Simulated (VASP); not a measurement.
# W (Fm-3m) in VASP: notebook, part 2 of 2

VASP 6.6.1. The steps go on from the part before.

**4. Single point, PBE**

This run uses another cell than the first one, of 17.18 Å³/atom, 1.089 times its volume.

INCAR reads:

```
PREC     = Accurate       # precision mode
ENCUT    = 520            # plane-wave cutoff, eV
EDIFF    = 1E-6           # SCF threshold, eV
ISMEAR   = 0              # smearing method
SIGMA    = 0.05           # smearing width, eV
LREAL    = False          # projectors in reciprocal space
LASPH    = True           # aspherical terms in the spheres
NELM     = 100            # most SCF steps
ALGO     = Normal         # electronic algorithm
ISIF     = 2              # what is computed and relaxed
LWAVE    = False          # write WAVECAR
LCHARG   = False          # write CHGCAR
GGA      = PE             # functional
NBANDS   = 13             # bands
```

KPOINTS reads:

```
Automatic mesh
0
Gamma
  8 8 8
```

POSCAR reads:

```
W
1.0
    0.0000000000      2.0480412894      2.0480412894
    2.0480412894      0.0000000000      2.0480412894
    2.0480412894      2.0480412894      0.0000000000
W
1
Direct
    0.0000000000      0.0000000000      0.0000000000
```

Potentials or basis: VASP PAW PBE potentials, release 64 (W_sv).

Launch:

```
cat potpaw_PBE.64/W_sv/POTCAR > POTCAR
mpirun -np 1 vasp_std > vasp.out
```

OUTCAR:

```text
PREC = Accurate
   ENCUT = 520
   EDIFF = 1E-6
   ISMEAR = 0
   LREAL = False
   LASPH = True
   NELM = 100
   ISIF = 2
   GGA = PE

 ion  position               nearest neighbor table
   1  0.000  0.000  0.000-

  LATTYP: Found a face centered cubic cell.
 ALAT       =     4.0960825788

  Lattice vectors:

 A1 = (   0.0000000000,   2.0480412894,   2.0480412894)
 A2 = (   2.0480412894,   0.0000000000,   2.0480412894)
 A3 = (   2.0480412894,   2.0480412894,   0.0000000000)

Analysis of symmetry for initial positions (statically):
=====================================================================
 Subroutine PRICEL returns:
 Original cell was already a primitive cell.

 Routine SETGRP: Setting up the symmetry group for a
 face centered cubic supercell.

 Subroutine GETGRP returns: Found 48 space group operations
 (whereof 48 operations were pure point group operations)
 out of a pool of 48 trial point group operations.

The static configuration has the point symmetry O_h .

Analysis of symmetry for dynamics (positions and initial velocities):
=====================================================================
 Subroutine PRICEL returns:
 Original cell was already a primitive cell.

 Routine SETGRP: Setting up the symmetry group for a
 face centered cubic supercell.

 Subroutine GETGRP returns: Found 48 space group operations
 (whereof 48 operations were pure point group operations)
 out of a pool of 48 trial point group operations.

The dynamic configuration has the point symmetry O_h .

 Subroutine INISYM returns: Found 48 space group operations
 (whereof 48 operations are pure point group operations),
 and found     1 'primitive' translations

----------------------------------------------------------------------------------------

                                     Primitive cell

  volume of cell :      17.1809

  direct lattice vectors                    reciprocal lattice vectors
     0.000000000  2.048041289  2.048041289    -0.244135703  0.244135703  0.244135703
     2.048041289  0.000000000  2.048041289     0.244135703 -0.244135703  0.244135703
     2.048041289  2.048041289  0.000000000     0.244135703  0.244135703 -0.244135703

  length of vectors
     2.896367768  2.896367768  2.896367768     0.422855442  0.422855442  0.422855442

  position of ions in fractional coordinates (direct lattice)
     0.000000000  0.000000000  0.000000000

  ion indices of the primitive-cell ions
   primitive index   ion index
                 1           1

----------------------------------------------------------------------------------------

 KPOINTS: Automatic mesh

Automatic generation of k-mesh.
 Grid dimensions read from file:
 generate k-points for:    8    8    8

 Generating k-lattice:

  Cartesian coordinates                     Fractional coordinates (reciprocal lattice)
    -0.030516963  0.030516963  0.030516963     0.125000000  0.000000000  0.000000000
     0.030516963 -0.030516963  0.030516963     0.000000000  0.125000000  0.000000000
     0.030516963  0.030516963 -0.030516963     0.000000000  0.000000000  0.125000000

  Length of vectors
     0.052856930  0.052856930  0.052856930

  Shift w.r.t. Gamma in fractional coordinates (k-lattice)
     0.000000000  0.000000000  0.000000000

 Subroutine IBZKPT returns following result:
 ===========================================

 Found     29 irreducible k-points:

 Following reciprocal coordinates:
            Coordinates               Weight
  0.000000  0.000000  0.000000      1.000000
  0.125000  0.000000  0.000000      8.000000
  0.250000  0.000000  0.000000      8.000000
  0.375000  0.000000  0.000000      8.000000
  0.500000  0.000000  0.000000      4.000000
  0.125000  0.125000  0.000000      6.000000
[... 16 lines left out ...]
  0.500000  0.250000  0.125000     48.000000
 -0.375000  0.250000  0.125000     24.000000
 [... further k-points ...]
   k-points           NKPTS =     29   k-points in BZ     NKDIM =     29   number of bands    NBANDS=     13
   number of dos      NEDOS =    301   number of ions     NIONS =      1
   total plane-waves  NPLWV =  13824
   dimension x,y,z NGX =    24 NGY =   24 NGZ =   24
   dimension x,y,z NGXF=    48 NGYF=   48 NGZF=   48
   ions per type =               1
   NGX,Y,Z   is equivalent  to a cutoff of  13.78, 13.78, 13.78 a.u.
   NGXF,Y,Z  is equivalent  to a cutoff of  27.55, 27.55, 27.55 a.u.
 SYSTEM =  unknown system
   PREC   = accura    normal or accurate (medium, high low for compatibility)
   ISTART =      0    job   : 0-new  1-cont  2-samecut
   ICHARG =      2    charge: 1-file 2-atom 10-const
   ISPIN  =      1    spin polarized calculation?
   LNONCOLLINEAR =      F non collinear calculations
   LSORBIT =      F    spin-orbit coupling
   LASPH  =      T    aspherical Exc in radial PAW
   ENCUT  =  520.0 eV  38.22 Ry    6.18 a.u.   5.39  5.39  5.39*2*pi/ulx,y,z
   NELM   =    100;   NELMIN=  2; NELMDL= -5     # of ELM steps
   EDIFF  = 0.1E-05   stopping-criterion for ELM
   LREAL  =      F    real-space projection
   EDIFFG = 0.1E-04   stopping-criterion for IOM
   NSW    =      0    number of steps for IOM
   IBRION =     -1    ionic relax: 0-MD 1-quasi-New 2-CG
   NFREE  =      0    steps in history (QN), initial steepest desc. (CG)
   ISIF   =      2    stress and relaxation
   ISYM   =      2    0-nonsym 1-usesym 2-fastsym
   POTIM  = 0.5000    time-step for ionic-motion
   TEBEG  =    0.0;   TEEND  =   0.0 temperature during run
   PSTRESS=    0.0 pullay stress
   NELECT =      14.0000    total number of electrons
   NUPDOWN=      -1.0000    fix difference up-down
   EMIN   =  10.00;   EMAX   =-10.00  energy-range for DOS
   EFERMI =   0.00;   METHOD = LEGACY
   ISMEAR =     0;   SIGMA  =   0.05  broadening in eV -4-tet -1-fermi 0-gaus
   EFERMI_NEDOS =   21; number of points for ismear=-14 and -15
   IALGO  =     38    algorithm
   IMIX   =      4    mixing-type and parameters
     AMIX     =   0.40;   BMIX     =  1.00
     AMIX_MAG =   1.60;   BMIX_MAG =  1.00
  volume/ion in A,a.u.               =      17.18       115.94
  Fermi-wavevector in a.u.,A,eV,Ry     =   1.529099  2.889577 31.812357  2.338142
  Thomas-Fermi vector in A             =   2.636766
   LORBIT       =      0    0 simple, 1 ext, 2 COOP (PROOUT), +10 PAW based schemes
   GGA     = PE    functional components
   LHFCALC =     F    Hartree Fock is set to
   AEXX    =    0.0000 exact exchange contribution
   IVDW    =     0    specifies the selected vdW correction
   LEPSILON=     F    determine dielectric tensor
   LRPA    =     F    only Hartree local field effects (RPA)
 non-spin polarized calculation
 Gauss-broadening in eV      SIGMA  =   0.05
  energy-cutoff  :      520.00
  volume of cell :       17.18
 maximum number of plane-waves:       477
 NGX is ok and might be reduce to    24
   NGX = 11   NGY = 11   NGZ = 11

 number of electron      14.0000000 magnetization

 Free energy of the ion-electron system (eV)
  ---------------------------------------------------
  ext. energy  EPLUGINS =         0.00000000
  ---------------------------------------------------
  free energy    TOTEN  =       -12.45997017 eV

  energy without entropy =      -12.45730936  energy(sigma->0) =      -12.45863976

 E-fermi :   9.8083     XC(G=0): -13.1843

 val. band max:        9.7865900531   @ k =  -0.1250   0.1250   0.0000
 cond. band min:       9.8225349863   @ k =   0.2500   0.1250   0.0000
 fundamental gap:      0.0359449333
 Fermi energy:         9.8082522076

 k-point     1 :       0.0000    0.0000    0.0000
  band No.  band energies     occupation
      1     -63.9116      2.00000
      2     -27.5942      2.00000
      3     -27.5942      2.00000
      4     -27.5942      2.00000
      5       1.1203      2.00000
      6       9.3578      2.00000
      7       9.3578      2.00000
      8       9.3578      2.00000
      9      12.2821      0.00000
     10      12.2821      0.00000
     11      22.5927      0.00000
     12      27.5931      0.00000
     13      27.5931      0.00000
[... 353 lines left out ...]
 k-point    24 :      -0.3750    0.2500    0.1250
  band No.  band energies     occupation
      1     -63.8115      2.00000
      2     -28.4402      2.00000
      3     -27.9866      2.00000
      4     -27.8096      2.00000
      5       6.0165      2.00000
      6       7.4790      2.00000
      7       8.9684      2.00000
      8      10.5499      0.00000
      9      14.1196      0.00000
     10      17.2767      0.00000
     11      18.4908      0.00000
     12      25.1467      0.00000
     13      26.0770      0.00000

 [... further k-points ...]
[... 5 lines left out ...]
  --------------------------------------------------------------------------------------
  -------------------------------------------------------------------------------------
  Total       -1.1560087     -1.1560087     -1.1560087     -0.0000000     -0.0000000      0.0000000
  in kB     -107.8016898   -107.8016898   -107.8016898     -0.0000000     -0.0000000      0.0000000
  external PRESSURE =    -107.8016898 kB  Pullay stress =       0.0000000 kB

 VOLUME and BASIS-vectors are now :
 -----------------------------------------------------------------------------
  energy-cutoff  :      520.00
  volume of cell :       17.18
      direct lattice vectors                 reciprocal lattice vectors
     0.000000000  2.048041289  2.048041289    -0.244135703  0.244135703  0.244135703
     2.048041289  0.000000000  2.048041289     0.244135703 -0.244135703  0.244135703
     2.048041289  2.048041289  0.000000000     0.244135703  0.244135703 -0.244135703

 POSITION                                       TOTAL-FORCE (eV/Angst)
 -----------------------------------------------------------------------------------
      0.00000      0.00000      0.00000         0.000000     -0.000000     -0.000000
 -----------------------------------------------------------------------------------
    total drift:                               -0.000000      0.000000     -0.000000

  FREE ENERGIE OF THE ION-ELECTRON SYSTEM (eV)
  ---------------------------------------------------
  free  energy   TOTEN  =       -12.4599701682 eV

  energy  without entropy=      -12.4573093617  energy(sigma->0) =      -12.45863976
```

Run time: 3.3 s. Hardware: 1 thread of Intel Xeon 6975P-C (Granite Rapids), shared host; peak memory 0.14 GiB.

What came out:

```
Free energy            : -12.4600 eV
Pressure               : -10.8 GPa
Band gap on the k mesh : zero (band 7 reaches 12.68 eV, above the bottom of band 8 at 9.36 eV)
```

Levels at points of the mesh, in eV from the Fermi level:
```
           k point  band 3  band 4  band 5  band 6  band 7  band 8  band 9  band 10  band 11  band 12
(0.00, 0.00, 0.00)  -37.40  -37.40   -8.69   -0.45   -0.45   -0.45    2.47     2.47    12.78    17.78
(0.50, 0.00, 0.00)  -37.54  -37.54   -5.30   -0.65   -0.65    0.57    4.78     4.78     9.67    12.41
(0.50, 0.50, 0.00)  -37.76  -37.76   -5.11   -4.18    2.87    4.75    5.46     5.46    11.42    11.42
```

Caveat: spin-orbit coupling is left out, which moves the levels of the heavy elements.

**5. The runs side by side**

| spin | cell | k mesh | gap on the mesh (eV) | pressure (GPa) |
| --- | --- | --- | --- | --- |
| off | a = 2.815 Å, angles 60.0°, 1 atom | 8 × 8 × 8 | none | 14.1 |
| non-collinear, zero start, SOC | a = 2.857 Å, angles 60.0°, 1 atom | 18 × 18 × 18 | - | 1.0 |
| off | a = 2.896 Å, angles 60.0°, 1 atom | 8 × 8 × 8 | none | -10.8 |

Alike in all rows: task single point; level PBE; potentials or basis VASP PAW PBE potentials, release 64 (W_sv); cutoff (eV) 520; smearing gaussian 0.05 eV.

Caveats: spin-orbit coupling is left out, which moves the levels of the heavy elements (some runs).

Absolute energies hang on the potentials; compare differences alone.
